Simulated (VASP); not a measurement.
The system is MgI2.

```
CELL_PARAMETERS angstrom
2.05282 1.15533 6.89235
-2.10454 1.24492 6.89235
0.05173 -2.40025 6.89235
ATOMIC_POSITIONS crystal
Mg 0.00000 0.00000 0.00000
I 0.25036 0.25460 0.25317
I 0.74964 0.74540 0.74683
```

This cell differs from its parent crystal: shear xy strain -4.3%.

Base run:

| Item | Value |
| --- | --- |
| Program | VASP 6.6.1 |
| Functional | r2SCAN |
| Potentials or basis | VASP PAW PBE potentials, release 64 (Mg, I) |
| Cutoff | 520 eV |
| k mesh | 8 × 8 × 8 |
| Occupations | gaussian, width 0.01 eV |
| Spin | no spin polarisation |

Its results: band gap on the k mesh 3.64 eV (least direct gap 4.19 eV); pressure 0.6 GPa; largest force 0.037 eV/Å.

Q: The run is repeated on the same cell with these changes: functional from r2SCAN to PBE; occupations from gaussian, width 0.01 eV to fermi-dirac, width 0.02 eV. What comes out?

A: Band gap on the k mesh 3.08 eV (least direct gap 3.60 eV); pressure 1.1 GPa; largest force 0.006 eV/Å.

Caveats: spin-orbit coupling is left out, which moves the levels of the heavy elements; the PAW data sets were made with another functional, which shifts forces and pressure a little (at least some runs).

A k mesh can miss the band edges.
